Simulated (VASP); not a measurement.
# Tl (P6_3/mmc) in VASP: a series of runs

Runs on Tl. Level: PBEsol. Tasks: single point, relaxation of cell and atoms.

All numbers are computed with VASP 6.6.1; they aren't measurements. Logs are shortened: lines on timing, memory, paths and dates and some standing lists are left out, and cuts for length are marked.

## Step 1: The cell of the first run

Symmetry: P6_3/mmc, No. 194, hexagonal system. Conventional cell: a = 3.403 Å, b = 3.403 Å, c = 5.712 Å, α = 90.00°, β = 90.00°, γ = 120.00°. Within 4.5 Å of Tl (site symmetry -6m2) lie 12 Tl at 3.40 to 3.47 Å.

## Step 2: Single point, PBEsol

Contents of INCAR:

```
SYSTEM = Tl
PREC = Accurate
ENCUT = 520
EDIFF = 1E-6
ISMEAR = -1
SIGMA = 0.05
LREAL = .False.
LASPH = .True.
NELM = 80
ALGO = Normal
ISIF = 2
LWAVE = .False.
LCHARG = .False.
GGA = PS
NBANDS = 20
```

Contents of KPOINTS:

```
regular mesh
0
Gamma
  9 9 5
  0 0 0
```

Contents of POSCAR:

```
Tl
1.0
    3.4034566750      0.0000000000      0.0000000000
   -1.7017283375      2.9474799412      0.0000000000
    0.0000000000      0.0000000000      5.7118225435
Tl
2
Direct
    0.6666666667      0.3333333333      0.7500000000
    0.3333333333      0.6666666667      0.2500000000
```

Potentials or basis: VASP PAW PBE potentials, release 64 (Tl_d).

Launch:

```bash
cat potpaw_PBE.64/Tl_d/POTCAR > POTCAR
mpirun -np 1 vasp_std > vasp.out
```

OUTCAR:

```text
SYSTEM = Tl
   PREC = Accurate
   ENCUT = 520
   EDIFF = 1E-6
   ISMEAR = -1
   LREAL = .False.
   LASPH = .True.
   NELM = 80
   ISIF = 2
   GGA = PS

 ion  position               nearest neighbor table
   1  0.667  0.333  0.750-   2 3.47   2 3.47   2 3.47   2 3.47   2 3.47   2 3.47
   2  0.333  0.667  0.250-   1 3.47   1 3.47   1 3.47   1 3.47   1 3.47   1 3.47

  LATTYP: Found a hexagonal cell.
 ALAT       =     3.4034566750
 C/A-ratio  =     1.6782415905

  Lattice vectors:

 A1 = (   3.4034566750,   0.0000000000,   0.0000000000)
 A2 = (  -1.7017283375,   2.9474799412,   0.0000000000)
 A3 = (   0.0000000000,   0.0000000000,   5.7118225435)

Analysis of symmetry for initial positions (statically):
=====================================================================
 Subroutine PRICEL returns:
 Original cell was already a primitive cell.

 Routine SETGRP: Setting up the symmetry group for a
 hexagonal supercell.

 Subroutine GETGRP returns: Found 24 space group operations
 (whereof 12 operations were pure point group operations)
 out of a pool of 24 trial point group operations.

The static configuration has the point symmetry D_3d.
 The point group associated with its full space group is D_6h.

Analysis of symmetry for dynamics (positions and initial velocities):
=====================================================================
 Subroutine PRICEL returns:
 Original cell was already a primitive cell.

 Routine SETGRP: Setting up the symmetry group for a
 hexagonal supercell.

 Subroutine GETGRP returns: Found 24 space group operations
 (whereof 12 operations were pure point group operations)
 out of a pool of 24 trial point group operations.

The dynamic configuration has the point symmetry D_3d.
 The point group associated with its full space group is D_6h.

 Subroutine INISYM returns: Found 24 space group operations
 (whereof 12 operations are pure point group operations),
 and found     1 'primitive' translations

----------------------------------------------------------------------------------------

                                     Primitive cell

  volume of cell :      57.2988

  direct lattice vectors                    reciprocal lattice vectors
     3.403456675  0.000000000  0.000000000     0.293818930  0.169636439  0.000000000
    -1.701728338  2.947479941  0.000000000     0.000000000  0.339272877  0.000000000
     0.000000000  0.000000000  5.711822544     0.000000000  0.000000000  0.175075467

  length of vectors
     3.403456675  3.403456675  5.711822544     0.339272877  0.339272877  0.175075467

  position of ions in fractional coordinates (direct lattice)
     0.666666667  0.333333333  0.750000000
     0.333333333  0.666666667  0.250000000

  ion indices of the primitive-cell ions
   primitive index   ion index
                 1           1
                 2           2

----------------------------------------------------------------------------------------

 KPOINTS: regular mesh

Automatic generation of k-mesh.
 Grid dimensions read from file:
 generate k-points for:    9    9    5

 Generating k-lattice:

  Cartesian coordinates                     Fractional coordinates (reciprocal lattice)
     0.032646548  0.018848493  0.000000000     0.111111111  0.000000000  0.000000000
     0.000000000  0.037696986  0.000000000     0.000000000  0.111111111  0.000000000
     0.000000000  0.000000000  0.035015093     0.000000000  0.000000000  0.200000000

  Length of vectors
     0.037696986  0.037696986  0.035015093

  Shift w.r.t. Gamma in fractional coordinates (k-lattice)
     0.000000000  0.000000000  0.000000000

 Subroutine IBZKPT returns following result:
 ===========================================

 Found     36 irreducible k-points:

 Following reciprocal coordinates:
            Coordinates               Weight
  0.000000  0.000000  0.000000      1.000000
  0.111111  0.000000  0.000000      6.000000
  0.222222  0.000000  0.000000      6.000000
  0.333333  0.000000  0.000000      6.000000
  0.444444  0.000000  0.000000      6.000000
  0.111111  0.111111  0.000000      6.000000
[... 16 lines left out ...]
  0.333333  0.222222  0.200000     24.000000
  0.333333  0.333333  0.200000      4.000000
 [... further k-points ...]
   k-points           NKPTS =     36   k-points in BZ     NKDIM =     36   number of bands    NBANDS=     20
   number of dos      NEDOS =    301   number of ions     NIONS =      2
   total plane-waves  NPLWV =  32928
   dimension x,y,z NGX =    28 NGY =   28 NGZ =   42
   dimension x,y,z NGXF=    56 NGYF=   56 NGZF=   84
   ions per type =               2
   NGX,Y,Z   is equivalent  to a cutoff of  13.68, 13.68, 12.22 a.u.
   NGXF,Y,Z  is equivalent  to a cutoff of  27.35, 27.35, 24.45 a.u.
 SYSTEM =  Tl
   PREC   = accura    normal or accurate (medium, high low for compatibility)
   ISTART =      0    job   : 0-new  1-cont  2-samecut
   ICHARG =      2    charge: 1-file 2-atom 10-const
   ISPIN  =      1    spin polarized calculation?
   LNONCOLLINEAR =      F non collinear calculations
   LSORBIT =      F    spin-orbit coupling
   LASPH  =      T    aspherical Exc in radial PAW
   ENCUT  =  520.0 eV  38.22 Ry    6.18 a.u.   6.33  6.33 10.62*2*pi/ulx,y,z
   NELM   =     80;   NELMIN=  2; NELMDL= -5     # of ELM steps
   EDIFF  = 0.1E-05   stopping-criterion for ELM
   LREAL  =      F    real-space projection
   EDIFFG = 0.1E-04   stopping-criterion for IOM
   NSW    =      0    number of steps for IOM
   IBRION =     -1    ionic relax: 0-MD 1-quasi-New 2-CG
   NFREE  =      0    steps in history (QN), initial steepest desc. (CG)
   ISIF   =      2    stress and relaxation
   ISYM   =      2    0-nonsym 1-usesym 2-fastsym
   POTIM  = 0.5000    time-step for ionic-motion
   TEBEG  =    0.0;   TEEND  =   0.0 temperature during run
   PSTRESS=    0.0 pullay stress
   NELECT =      26.0000    total number of electrons
   NUPDOWN=      -1.0000    fix difference up-down
   EMIN   =  10.00;   EMAX   =-10.00  energy-range for DOS
   EFERMI =   0.00;   METHOD = LEGACY
   ISMEAR =    -1;   SIGMA  =   0.05  broadening in eV -4-tet -1-fermi 0-gaus
   EFERMI_NEDOS =   21; number of points for ismear=-14 and -15
   IALGO  =     38    algorithm
   IMIX   =      4    mixing-type and parameters
     AMIX     =   0.40;   BMIX     =  1.00
     AMIX_MAG =   1.60;   BMIX_MAG =  1.00
  volume/ion in A,a.u.               =      28.65       193.34
  Fermi-wavevector in a.u.,A,eV,Ry     =   1.258010  2.377294 21.532425  1.582589
  Thomas-Fermi vector in A             =   2.391641
   LORBIT       =      0    0 simple, 1 ext, 2 COOP (PROOUT), +10 PAW based schemes
   GGA     = PS    functional components
   LHFCALC =     F    Hartree Fock is set to
   AEXX    =    0.0000 exact exchange contribution
   IVDW    =     0    specifies the selected vdW correction
   LEPSILON=     F    determine dielectric tensor
   LRPA    =     F    only Hartree local field effects (RPA)
 non-spin polarized calculation
  energy-cutoff  :      520.00
  volume of cell :       57.30
 maximum number of plane-waves:      1563
 NGX is ok and might be reduce to    28
   NGX = 13   NGY = 13   NGZ = 21

 number of electron      25.9999999 magnetization

 Free energy of the ion-electron system (eV)
  ---------------------------------------------------
  ext. energy  EPLUGINS =         0.00000000
  ---------------------------------------------------
  free energy    TOTEN  =        -5.25159946 eV

  energy without entropy =       -5.23846376  energy(sigma->0) =       -5.24503161

 E-fermi :   6.3628     XC(G=0): -10.3573

 val. band max:        6.3431626284   @ k =   0.3333   0.1111   0.4000
 cond. band min:       6.4831220383   @ k =   0.3333   0.2222   0.2000
 fundamental gap:      0.1399594099
 Fermi energy:         6.3627973093

 k-point     1 :       0.0000    0.0000    0.0000
  band No.  band energies     occupation
      1      -5.3930      2.00000
      2      -5.2045      2.00000
      3      -5.1413      2.00000
      4      -5.1413      2.00000
      5      -5.0964      2.00000
      6      -5.0964      2.00000
[... 12 lines left out ...]
     19      16.9413      0.00000
     20      17.6039      0.00000

 k-point     2 :       0.1111    0.0000    0.0000
  band No.  band energies     occupation
      1      -5.3485      2.00000
      2      -5.2092      2.00000
      3      -5.1249      2.00000
      4      -5.0943      2.00000
      5      -5.0834      2.00000
      6      -5.0418      2.00000
[... 12 lines left out ...]
     19      17.1926      0.00000
     20      18.3870      0.00000

 k-point     3 :       0.2222    0.0000    0.0000
  band No.  band energies     occupation
      1      -5.3644      2.00000
      2      -5.1853      2.00000
      3      -5.1252      2.00000
      4      -5.0963      2.00000
      5      -5.0306      2.00000
      6      -4.9789      2.00000
[... 12 lines left out ...]
     19      16.4161      0.00000
     20      17.5758      0.00000

 k-point     4 :       0.3333    0.0000    0.0000
  band No.  band energies     occupation
      1      -5.4515      2.00000
      2      -5.2583      2.00000
      3      -5.2319      2.00000
      4      -5.0844      2.00000
      5      -5.0136      2.00000
      6      -4.9340      2.00000
[... 12 lines left out ...]
     19      15.3025      0.00000
     20      16.8398      0.00000

 k-point     5 :       0.4444    0.0000    0.0000
  band No.  band energies     occupation
      1      -5.5113      2.00000
      2      -5.3228      2.00000
      3      -5.3112      2.00000
      4      -5.1173      2.00000
      5      -4.9828      2.00000
      6      -4.9485      2.00000
[... 12 lines left out ...]
     19      14.9304      0.00000
     20      16.3687      0.00000

 k-point     6 :       0.1111    0.1111    0.0000
  band No.  band energies     occupation
      1      -5.2936      2.00000
      2      -5.2404      2.00000
      3      -5.1005      2.00000
      4      -5.0691      2.00000
      5      -5.0437      2.00000
      6      -5.0373      2.00000
[... 12 lines left out ...]
     19      17.2771      0.00000
     20      17.4007      0.00000

 k-point     7 :       0.2222    0.1111    0.0000
  band No.  band energies     occupation
      1      -5.3470      2.00000
      2      -5.2066      2.00000
      3      -5.1727      2.00000
      4      -5.0865      2.00000
      5      -5.0781      2.00000
      6      -4.9452      2.00000
[... 12 lines left out ...]
     19      16.0351      0.00000
     20      17.0690      0.00000
[... 277 lines left out ...]
 k-point    20 :       0.3333    0.1111    0.2000
  band No.  band energies     occupation
      1      -5.4034      2.00000
      2      -5.3262      2.00000
      3      -5.2216      2.00000
      4      -5.1246      2.00000
      5      -5.0562      2.00000
      6      -4.9059      2.00000
[... 12 lines left out ...]
     19      16.1632      0.00000
     20      16.7831      0.00000

 k-point    21 :       0.4444    0.1111    0.2000
  band No.  band energies     occupation
      1      -5.4291      2.00000
      2      -5.3703      2.00000
      3      -5.2397      2.00000
      4      -5.1101      2.00000
      5      -5.1058      2.00000
      6      -4.8576      2.00000
[... 12 lines left out ...]
     19      15.9793      0.00000
     20      16.6448      0.00000

 k-point    22 :       0.2222    0.2222    0.2000
  band No.  band energies     occupation
      1      -5.2939      2.00000
      2      -5.2406      2.00000
      3      -5.1874      2.00000
      4      -5.1645      2.00000
      5      -5.0317      2.00000
      6      -4.9431      2.00000
[... 12 lines left out ...]
     19      15.3524      0.00000
     20      17.8560      0.00000

 k-point    23 :       0.3333    0.2222    0.2000
  band No.  band energies     occupation
      1      -5.3213      2.00000
      2      -5.2661      2.00000
      3      -5.1751      2.00000
      4      -5.1222      2.00000
      5      -5.0670      2.00000
      6      -4.8968      2.00000
[... 12 lines left out ...]
     19      14.5777      0.00000
     20      19.0879      0.00000

 k-point    24 :       0.3333    0.3333    0.2000
  band No.  band energies     occupation
      1      -5.3029      2.00000
      2      -5.1977      2.00000
      3      -5.1977      2.00000
      4      -5.0003      2.00000
      5      -4.9999      2.00000
      6      -4.9999      2.00000
[... 12 lines left out ...]
     19      13.6822      0.00000
     20      20.5861      0.00000

 [... further k-points ...]

------------------------ aborting loop because EDIFF is reached ----------------------------------------

  FORCE on cell =-STRESS in cart. coord.  units (eV):
  Direction    XX          YY          ZZ          XY          YZ          ZX
  --------------------------------------------------------------------------------------
  -------------------------------------------------------------------------------------
  Total       -0.0391515     -0.0391515     -0.0275063      0.0000000     -0.0000000      0.0000000
  in kB       -1.0947448     -1.0947448     -0.7691244      0.0000000     -0.0000000      0.0000000
  external PRESSURE =      -0.9862046 kB  Pullay stress =       0.0000000 kB

 VOLUME and BASIS-vectors are now :
 -----------------------------------------------------------------------------
  energy-cutoff  :      520.00
  volume of cell :       57.30
      direct lattice vectors                 reciprocal lattice vectors
     3.403456675  0.000000000  0.000000000     0.293818930  0.169636439  0.000000000
    -1.701728338  2.947479941  0.000000000     0.000000000  0.339272877  0.000000000
     0.000000000  0.000000000  5.711822544     0.000000000  0.000000000  0.175075467

 POSITION                                       TOTAL-FORCE (eV/Angst)
 -----------------------------------------------------------------------------------
      1.70173      0.98249      4.28387         0.000000     -0.000000      0.000000
     -0.00000      1.96499      1.42796        -0.000000      0.000000      0.000000
 -----------------------------------------------------------------------------------
    total drift:                               -0.000000      0.000000     -0.000000

  FREE ENERGIE OF THE ION-ELECTRON SYSTEM (eV)
  ---------------------------------------------------
  free  energy   TOTEN  =        -5.2515994554 eV

  energy  without entropy=       -5.2384637579  energy(sigma->0) =       -5.24503161
```

It took 22 s on 1 thread of Intel Xeon Platinum 8488C (Sapphire Rapids), shared host; peak memory 0.18 GiB.

What came out:

- Free energy: -5.2516 eV
- Pressure: -0.1 GPa
- Band gap on the k mesh: zero (bands 13 and 14 overlap by 3.34 eV)

Levels at points of the mesh, in eV from the Fermi level:
```
           k point  band 11  band 12  band 13  band 14  band 15  band 16
(0.00, 0.00, 0.00)   -10.05    -5.58    -3.01     8.56     8.56     9.70
```

Caveat: the PAW data sets were made with another functional, which shifts forces and pressure a little; spin-orbit coupling is left out, which moves the levels of the heavy elements.

(Part 1 of 3 ends here.)

The gap in the log of VASP goes by the Fermi energy; the results here count the filled bands.